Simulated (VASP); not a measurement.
Runs of VASP 6.6.1 on Ga2O3. The structure is that of space group C2/m (No. 12), or close to it. The cells are those of the table. 

```csv
level,cell,k mesh,smearing,gap on the mesh (eV),pressure (GPa),largest force (eV/Å)
PBE,"a = 6.293, b = 6.293, c = 5.798 Å, angles 103.4, 103.4, 27.9°, 10 atoms",4 × 4 × 2,gaussian 0.01 eV,2.42,(b),0.24
PBE,"a = 6.293, b = 6.293, c = 5.798 Å, angles 103.4, 103.4, 27.9°, 10 atoms",5 × 5 × 3,fermi-dirac 0.05 eV,2.44,10.1,0.24
PBE,"a = 6.415, b = 6.415, c = 5.876 Å, angles 103.3, 103.3, 27.8°, 10 atoms",7 × 7 × 4,fermi-dirac 0.05 eV,2.00,0.6,0.02
revPBE+D3(BJ),"a = 6.364, b = 6.364, c = 5.855 Å, angles 103.3, 103.3, 27.9°, 10 atoms",9 × 9 × 5,fermi-dirac 0.05 eV,2.20,(a),0.03
PBE,"a = 6.414, b = 6.414, c = 5.877 Å, angles 103.3, 103.3, 27.8°, 10 atoms",9 × 9 × 5,fermi-dirac 0.05 eV,2.00,0.6,0.02
```

Alike in all rows: task single point; potentials or basis VASP PAW PBE potentials, release 64 (Ga_d, O); no spin polarisation; cutoff (eV) 520.

Problem. Estimate the missing entries.

Solution. (a) 0.4; (b) 10.2.

Caveats: some runs use coarse meshes; the PAW data sets were made with another functional, which shifts forces and pressure a little (some runs).

A k mesh can miss the band edges, and the runs leave out spin-orbit coupling on Ga.
